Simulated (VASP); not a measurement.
Crystal: Hf3Cu.

```
Hf Cu
1.0
     4.11839    0.00000    0.00000
     0.00000    4.11839    0.00000
     0.00000    0.00000    4.11839
Hf Cu
3 1
Direct
  0.00000 0.50000 0.50000
  0.50000 0.00000 0.50000
  0.50000 0.50000 0.00000
  0.00000 0.00000 0.00000
```

* Program: VASP 6.6.1
* Task: relaxation of cell and atoms
* Functional: PBE
* Potentials or basis: VASP PAW PBE potentials, release 64 (Hf_pv, Cu)
* Cutoff: 600 eV
* k mesh: 4 × 4 × 4
* Occupations: gaussian, width 0.1 eV
* Spin: no spin polarisation

At the start: pressure 15.6 GPa; volume 17.46 Å³/atom.

Where does the relaxation end?

Over 3 steps the energy falls by 94.1 meV/atom and the volume is 19.69 Å³/atom (+12.8 %); space group Pm-3m (No. 221, to 0.05 Å).

Step by step:
| step | energy change (eV) | largest force (eV/Å) | pressure (GPa) | volume (Å³) |
| --- | --- | --- | --- | --- |
| 1 | 0.0000 | 0.0000 | 15.64 | 69.85 |
| 2 | -0.0468 | 0.0000 | -10.00 | 88.54 |
| 3 | -0.3765 | 0.0000 | -0.30 | 78.77 |

Final structure:
```yaml
crystal:
  lattice:
    - [4.28666, 0.00000, 0.00000]
    - [0.00000, 4.28666, 0.00000]
    - [0.00000, 0.00000, 4.28666]
  atoms:
    - { symbol: Hf, position: [0.00000, 0.50000, 0.50000] }
    - { symbol: Hf, position: [0.50000, 0.00000, 0.50000] }
    - { symbol: Hf, position: [0.50000, 0.50000, 0.00000] }
    - { symbol: Cu, position: [0.00000, 0.00000, 0.00000] }
```

Caveat: the k points lie up to 0.37 Å⁻¹ apart in the final cell.
